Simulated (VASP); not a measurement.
Input of a VASP 6.6.1 run:

Contents of INCAR:

```
PREC = Accurate ; ENCUT = 600
EDIFF = 1E-6 ; ISMEAR = 0
SIGMA = 0.02 ; LREAL = F
LASPH = T ; NELM = 120
ALGO = Normal ; ISIF = 2
LWAVE = F ; LCHARG = F
GGA = PS ; NBANDS = 11
GGA_COMPAT = F
```

KPOINTS

```
regular mesh
0
Gamma
  12 12 12
```

POSCAR

```
Be2C
1.0
    0.0000000000      2.1511656500      2.1511656500
    2.1511656500      0.0000000000      2.1511656500
    2.1511656500      2.1511656500      0.0000000000
Be C
2 1
Direct
    0.2500000000      0.2500000000      0.2500000000
    0.7500000000      0.7500000000      0.7500000000
    0.0000000000      0.0000000000      0.0000000000
```

Potentials or basis: VASP PAW PBE potentials, release 64 (Be, C).

Launch:

```bash
$ cat potpaw_PBE.64/Be/POTCAR potpaw_PBE.64/C/POTCAR > POTCAR
$ mpirun -np 1 vasp_std > vasp.out
```

Task: Estimate the pressure.

Result: 1.8 GPa.

Task: Predict the band gap on the k mesh.

Result: 1.07 eV (least direct gap 4.12 eV).

Caveat: the cell differs from its parent crystal (strained); the PAW data sets were made with another functional, which shifts forces and pressure a little. A k mesh can miss the band edges.
